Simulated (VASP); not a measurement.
A run of VASP 6.6.1 is set up as follows.

The input INCAR:

```
SYSTEM = AlInAsP3
PREC     = Accurate       ! precision mode
ENCUT    = 510            ! plane-wave cutoff, eV
EDIFF    = 1E-6           ! SCF threshold, eV
ISMEAR   = 0              ! smearing method
SIGMA    = 0.1            ! smearing width, eV
LREAL    = .False.        ! projectors in reciprocal space
LASPH    = .True.         ! aspherical terms in the spheres
NELM     = 120            ! most SCF steps
ALGO     = Normal         ! electronic algorithm
ISIF     = 2              ! what is computed and relaxed
LWAVE    = .False.        ! write WAVECAR
LCHARG   = .False.        ! write CHGCAR
GGA      = PE             ! functional
NBANDS   = 32             ! bands
GGA_COMPAT= .False.
```

File KPOINTS:

```
Automatic mesh
0
Gamma
  6 6 4
  0 0 0
```

The input POSCAR:

```
AlInAsP3
1.0
    5.1737365363      0.0000000000      0.0000000000
   -2.5868682681      4.4805872730      0.0000000000
    0.0000000000      0.0000000000      5.2410847749
Al In P As
1 1 3 1
Direct
    0.3333333333      0.6666666667      0.0000000000
    0.0000000000      0.0000000000      0.0000000000
    0.6155776570      0.8077888285      0.5000000000
    0.1922111715      0.8077888285      0.5000000000
    0.1922111715      0.3844223430      0.5000000000
    0.6666666667      0.3333333333      0.0000000000
```

Potentials or basis: VASP PAW PBE potentials, release 64 (Al, In_d, P, As_d).

Launch:

```sh
$ cat potpaw_PBE.64/Al/POTCAR potpaw_PBE.64/In_d/POTCAR potpaw_PBE.64/P/POTCAR potpaw_PBE.64/As_d/POTCAR > POTCAR
$ mpirun -np 1 vasp_std > vasp.out
```

Q: Estimate the band gap on the k mesh.

A: Zero (bands 23 and 24 overlap by 1.96 eV).

Q: Predict the largest force.

A: 0.127 eV/Å.

Q: What does it give for the pressure?

A: -0.1 GPa.

Forces in eV/Å, atoms in the order of the input:
```
Al   0.000  0.000  0.000
In   0.000  0.000  0.000
P   -0.110 -0.064  0.000
P    0.110 -0.064  0.000
P    0.000  0.127  0.000
As   0.000  0.000  0.000
```

Caveat: spin-orbit coupling is left out, which moves the levels of the heavy elements.
